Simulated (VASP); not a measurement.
# SiO2 (P4_12_12) in VASP: single point with PBE

Aim: the single point of SiO2 with PBE.

Program: VASP 6.6.1. These are calculated values, not measurements. Logs are shortened: lines on timing, memory, paths and dates and some standing lists are left out, and cuts for length are marked.

### Step 1. The cell of the first run

Symmetry: P4_12_12, No. 92, tetragonal system. Conventional cell: a = 4.950 Å, b = 4.950 Å, c = 6.876 Å, α = 90.00°, β = 90.00°, γ = 90.00°. Si (site symmetry 2) has 4 O at 1.62 to 1.63 Å within 2.2 Å. Within 2.2 Å of O (site symmetry 1) lie 2 Si at 1.62 to 1.63 Å.

### Step 2. Single point, PBE

Contents of INCAR:

```
PREC     = Accurate       # precision mode
ENCUT    = 520            # plane-wave cutoff, eV
EDIFF    = 1E-7           # SCF threshold, eV
ISMEAR   = -1             # smearing method
SIGMA    = 0.02           # smearing width, eV
LREAL    = F              # projectors in reciprocal space
LASPH    = T              # aspherical terms in the spheres
NELM     = 60             # most SCF steps
ALGO     = Normal         # electronic algorithm
ISIF     = 2              # what is computed and relaxed
LWAVE    = F              # write WAVECAR
LCHARG   = F              # write CHGCAR
GGA      = PE             # functional
NBANDS   = 44             # bands
```

Contents of KPOINTS:

```
Automatic mesh
0
Gamma
  5 5 4
```

Contents of POSCAR:

```
SiO2
1.0
    4.9501000000      0.0000000000      0.0000000000
    0.0000000000      4.9501000000      0.0000000000
    0.0000000000      0.0000000000      6.8760000000
Si O
4 8
Direct
    0.3075902681      0.3075902681      0.0000000000
    0.1924097319      0.8075902681      0.2500000000
    0.6924097319      0.6924097319      0.5000000000
    0.8075902681      0.1924097319      0.7500000000
    0.2354650881      0.1212398621      0.1876772720
    0.3787601379      0.7354650881      0.4376772720
    0.7645349119      0.8787601379      0.6876772720
    0.6212398621      0.2645349119      0.9376772720
    0.7354650881      0.3787601379      0.5623227280
    0.8787601379      0.7645349119      0.3123227280
    0.2645349119      0.6212398621      0.0623227280
    0.1212398621      0.2354650881      0.8123227280
```

Potentials or basis: VASP PAW PBE potentials, release 64 (Si, O).

The run is started by

```bash
$ cat potpaw_PBE.64/Si/POTCAR potpaw_PBE.64/O/POTCAR > POTCAR
$ mpirun -np 1 vasp_std > vasp.out
```

OUTCAR:

```text
PREC = Accurate
   ENCUT = 520
   EDIFF = 1E-7
   ISMEAR = -1
   LREAL = F
   LASPH = T
   NELM = 60
   ISIF = 2
   GGA = PE

 ion  position               nearest neighbor table
   1  0.308  0.308  0.000-   8 1.62  11 1.62   5 1.63  12 1.63   2 3.07   4 3.07   2 3.07   4 3.07

   2  0.192  0.808  0.250-   5 1.62  10 1.62   6 1.63  11 1.63   1 3.07   3 3.07   1 3.07   3 3.07

   3  0.692  0.692  0.500-   6 1.62   9 1.62   7 1.63  10 1.63   2 3.07   4 3.07   4 3.07   2 3.07

   4  0.808  0.192  0.750-   7 1.62  12 1.62   9 1.63   8 1.63   1 3.07   3 3.07   3 3.07   1 3.07

   5  0.235  0.121  0.188-   2 1.62   1 1.63
   6  0.379  0.735  0.438-   3 1.62   2 1.63
   7  0.765  0.879  0.688-   4 1.62   3 1.63
   8  0.621  0.265  0.938-   1 1.62   4 1.63
   9  0.735  0.379  0.562-   3 1.62   4 1.63
  10  0.879  0.765  0.312-   2 1.62   3 1.63
  11  0.265  0.621  0.062-   1 1.62   2 1.63
  12  0.121  0.235  0.812-   4 1.62   1 1.63

  LATTYP: Found a simple tetragonal cell.
 ALAT       =     4.9501000000
 C/A-ratio  =     1.3890628472

  Lattice vectors:

 A1 = (   4.9501000000,   0.0000000000,   0.0000000000)
 A2 = (   0.0000000000,   4.9501000000,   0.0000000000)
 A3 = (   0.0000000000,   0.0000000000,   6.8760000000)

Analysis of symmetry for initial positions (statically):
=====================================================================
 Subroutine PRICEL returns:
 Original cell was already a primitive cell.

 Routine SETGRP: Setting up the symmetry group for a
 simple tetragonal supercell.

 Subroutine GETGRP returns: Found  8 space group operations
 (whereof  2 operations were pure point group operations)
 out of a pool of 16 trial point group operations.

The static configuration has the point symmetry C_2 .
 The point group associated with its full space group is D_4 .

Analysis of symmetry for dynamics (positions and initial velocities):
=====================================================================
 Subroutine PRICEL returns:
 Original cell was already a primitive cell.

 Routine SETGRP: Setting up the symmetry group for a
 simple tetragonal supercell.

 Subroutine GETGRP returns: Found  8 space group operations
 (whereof  2 operations were pure point group operations)
 out of a pool of 16 trial point group operations.

[... 120 lines left out ...]
   ISIF   =      2    stress and relaxation
   ISYM   =      2    0-nonsym 1-usesym 2-fastsym
   POTIM  = 0.5000    time-step for ionic-motion
   TEBEG  =    0.0;   TEEND  =   0.0 temperature during run
   PSTRESS=    0.0 pullay stress
   NELECT =      64.0000    total number of electrons
   NUPDOWN=      -1.0000    fix difference up-down
   EMIN   =  10.00;   EMAX   =-10.00  energy-range for DOS
   EFERMI =   0.00;   METHOD = LEGACY
   ISMEAR =    -1;   SIGMA  =   0.02  broadening in eV -4-tet -1-fermi 0-gaus
   EFERMI_NEDOS =   21; number of points for ismear=-14 and -15
   IALGO  =     38    algorithm
   IMIX   =      4    mixing-type and parameters
     AMIX     =   0.40;   BMIX     =  1.00
     AMIX_MAG =   1.60;   BMIX_MAG =  1.00
  volume/ion in A,a.u.               =      14.04        94.75
  Fermi-wavevector in a.u.,A,eV,Ry     =   1.185624  2.240504 19.125759  1.405704
  Thomas-Fermi vector in A             =   2.321814
   LORBIT       =      0    0 simple, 1 ext, 2 COOP (PROOUT), +10 PAW based schemes
   GGA     = PE    functional components
   LHFCALC =     F    Hartree Fock is set to
   AEXX    =    0.0000 exact exchange contribution
   IVDW    =     0    specifies the selected vdW correction
   LEPSILON=     F    determine dielectric tensor
   LRPA    =     F    only Hartree local field effects (RPA)
 non-spin polarized calculation
  energy-cutoff  :      520.00
  volume of cell :      168.49
 maximum number of plane-waves:      4552
 NGX is ok and might be reduce to    40
   NGX = 19   NGY = 19   NGZ = 25

 number of electron      63.9999994 magnetization

 Free energy of the ion-electron system (eV)
  ---------------------------------------------------
  ext. energy  EPLUGINS =         0.00000000
  ---------------------------------------------------
  free energy    TOTEN  =       -94.86044585 eV

  energy without entropy =      -94.86044585  energy(sigma->0) =      -94.86044585

 E-fermi :   0.6963     XC(G=0):  -8.5827

 val. band max:        0.2686531502   @ k =   0.0000   0.0000   0.0000
 cond. band min:       5.9146584206   @ k =   0.0000   0.0000   0.0000
 fundamental gap:      5.6460052703
 Fermi energy:         0.6962555381

 k-point     1 :       0.0000    0.0000    0.0000
  band No.  band energies     occupation
      1     -19.1045      2.00000
      2     -18.2068      2.00000
      3     -18.2068      2.00000
      4     -17.0784      2.00000
      5     -17.0091      2.00000
      6     -17.0058      2.00000
[... 835 lines left out ...]
     43      10.8439      0.00000
     44      10.8439      0.00000

------------------------ aborting loop because EDIFF is reached ----------------------------------------

  FORCE on cell =-STRESS in cart. coord.  units (eV):
  Direction    XX          YY          ZZ          XY          YZ          ZX
  --------------------------------------------------------------------------------------
  -------------------------------------------------------------------------------------
  Total        1.9783247      1.9783247      1.4839320      0.0000000      0.0000000      0.0000000
  in kB       18.8124063     18.8124063     14.1110966      0.0000000      0.0000000      0.0000000
  external PRESSURE =      17.2453031 kB  Pullay stress =       0.0000000 kB

 VOLUME and BASIS-vectors are now :
 -----------------------------------------------------------------------------
  energy-cutoff  :      520.00
  volume of cell :      168.49
      direct lattice vectors                 reciprocal lattice vectors
     4.950100000  0.000000000  0.000000000     0.202016121  0.000000000  0.000000000
     0.000000000  4.950100000  0.000000000     0.000000000  0.202016121  0.000000000
     0.000000000  0.000000000  6.876000000     0.000000000  0.000000000  0.145433392

 POSITION                                       TOTAL-FORCE (eV/Angst)
 -----------------------------------------------------------------------------------
      1.52260      1.52260      0.00000         0.015601      0.015601     -0.000000
      0.95245      3.99765      1.71900        -0.015601      0.015601     -0.000000
      3.42750      3.42750      3.43800        -0.015601     -0.015601     -0.000000
      3.99765      0.95245      5.15700         0.015601     -0.015601     -0.000000
      1.16558      0.60015      1.29047         0.011173      0.014407     -0.014218
      1.87490      3.64063      3.00947        -0.014407      0.011173     -0.014218
      3.78452      4.34995      4.72847        -0.011173     -0.014407     -0.014218
      3.07520      1.30947      6.44747         0.014407     -0.011173     -0.014218
      3.64063      1.87490      3.86653         0.011173     -0.014407      0.014218
      4.34995      3.78452      2.14753        -0.014407     -0.011173      0.014218
      1.30947      3.07520      0.42853        -0.011173      0.014407      0.014218
      0.60015      1.16558      5.58553         0.014407      0.011173      0.014218
 -----------------------------------------------------------------------------------
    total drift:                                0.000000     -0.000000      0.000000

  FREE ENERGIE OF THE ION-ELECTRON SYSTEM (eV)
  ---------------------------------------------------
  free  energy   TOTEN  =       -94.8604458498 eV

  energy  without entropy=      -94.8604458498  energy(sigma->0) =      -94.86044585
```

It took 1.8 min on 1 thread of AMD EPYC 7R13 (Zen 3), shared host; peak memory 0.27 GiB.

Results:

```
Free energy            : -94.8604 eV
Pressure               : 1.7 GPa
Largest force          : 0.023 eV/Å
Band gap on the k mesh : 5.65 eV
```

Forces on the atoms (eV/Å):
```
Si   0.016  0.016  0.000
Si  -0.016  0.016  0.000
Si  -0.016 -0.016  0.000
Si   0.016 -0.016  0.000
O    0.011  0.014 -0.014
O   -0.014  0.011 -0.014
O   -0.011 -0.014 -0.014
O    0.014 -0.011 -0.014
O    0.011 -0.014  0.014
O   -0.014 -0.011  0.014
O   -0.011  0.014  0.014
O    0.014  0.011  0.014
```
